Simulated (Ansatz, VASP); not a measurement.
# Cd in VASP and in Ansatz

INCAR

```
  PREC = Accurate
  ENCUT = 600
  EDIFF = 1E-6
  ISMEAR = 0
  SIGMA = 0.1
  LREAL = False
  LASPH = True
  NELM = 80
  ALGO = Normal
  ISIF = 3
  LWAVE = False
  LCHARG = False
  GGA = PE
  IBRION = 2
  NSW = 100
  EDIFFG = -0.01
```

Contents of KPOINTS:

```
Automatic mesh
0
Gamma
  22 22 22
```

Contents of POSCAR:

```
Cd
1.0
    0.0000000000      2.2181497500      2.2181497500
    2.2181497500      0.0000000000      2.2181497500
    2.2181497500      2.2181497500      0.0000000000
Cd
1
Direct
    0.0000000000      0.0000000000      0.0000000000
```

Input for Ansatz:

```yaml
crystal:
  lattice:
    - [0.0, 2.21814975, 2.21814975]
    - [2.21814975, 0.0, 2.21814975]
    - [2.21814975, 2.21814975, 0.0]
  atoms:
    - { symbol: Cd, position: [0.0, 0.0, 0.0] }
basis:
  ecutwfc: 420
kpoints:
  mp_grid: { grid: [22, 22, 22] }
hamiltonian:
  xc: pbe
scf:
  occupations: { method: gaussian, width: 0.1 }
output:
  forces: true
  stress: true
  eigenvalues: true
relax:
  adjacent_minimum: "off"
  f_tol: 0.01
  max_steps: 80
  cell: { stress_tol: 0.05 }
```

Alike in both runs: task relaxation of cell and atoms; functional PBE; k mesh 22 × 22 × 22; occupations gaussian, width 0.1 eV; no spin polarisation.

```csv
,VASP,Ansatz
version,VASP 6.6.1,Ansatz 0.2.0
potentials or method,"VASP PAW PBE potentials, release 64 (Cd), cutoff 600 eV","scalar-relativistic, plane waves, PAW"
valence electrons in the cell,12,20
```

```tsv
	VASP	Ansatz	Ansatz less VASP
gap on the k mesh at the Fermi level, each at its own relaxed structure (eV)	none	none	-
relaxed volume (Å³/atom)	22.93	22.85	-0.080
relaxed length of the cell vector where the two differ most in proportion (Å)	3.189	3.185	-0.0037
```

A gap of «none» marks a metal or a gap that the smearing closes. VASP's potentials hold 12 valence electrons a cell and Ansatz's 20, so a difference there can come from the potentials and not from the codes.
